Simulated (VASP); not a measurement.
Set up this calculation in VASP 6.6.1, as the native input.

```
Task                   : single point
Functional             : PBEsol
Potentials or basis    : VASP PAW PBE potentials, release 64 (Co)
Cutoff                 : 520 eV
k mesh                 : 13 × 13 × 7
Occupations            : fermi-dirac, width 0.1 eV
Spin                   : no spin polarisation
Dipole correction      : no
Further INCAR settings : ALGO = Normal; EDIFF = 1e-06; NBANDS = 16
```

The structure of Co lies in POSCAR:

```
Co
1.0
    2.4873648700      0.0000000000      0.0000000000
   -1.2436824400      2.1541211700      0.0000000000
    0.0000000000      0.0000000000      4.0632895000
Co
2
Direct
    0.6666666667      0.3333333333      0.2598610000
    0.3333333333      0.6666666667      0.7401390000
```

These files were run (other wordings do the same):

INCAR

```
PREC = Accurate
ENCUT = 520
EDIFF = 1E-6
ISMEAR = -1
SIGMA = 0.1
LREAL = F
LASPH = T
NELM = 60
ALGO = Normal
ISIF = 2
LWAVE = F
LCHARG = F
GGA = PS
NBANDS = 16
```

KPOINTS

```
regular mesh
0
Gamma
  13 13 7
```

Potentials or basis: VASP PAW PBE potentials, release 64 (Co).

Command:

```sh
$ cat potpaw_PBE.64/Co/POTCAR > POTCAR
$ mpirun -np 1 vasp_std > vasp.out
```

Results of the run:

| Item | Value |
| --- | --- |
| Pressure | -20.4 GPa |
| Largest force | 0.507 eV/Å |
| Band gap on the k mesh | zero (band 9 reaches 10.26 eV, above the bottom of band 10 at 8.92 eV) |

Caveat: the PAW data sets were made with another functional, which shifts forces and pressure a little; the run has no spin polarisation, though such a crystal can be magnetic.

Wall time 16 s on 1 thread of Intel(R) Xeon(R) 6975P-C (Granite Rapids) (shared host), peak memory 0.15 GiB.
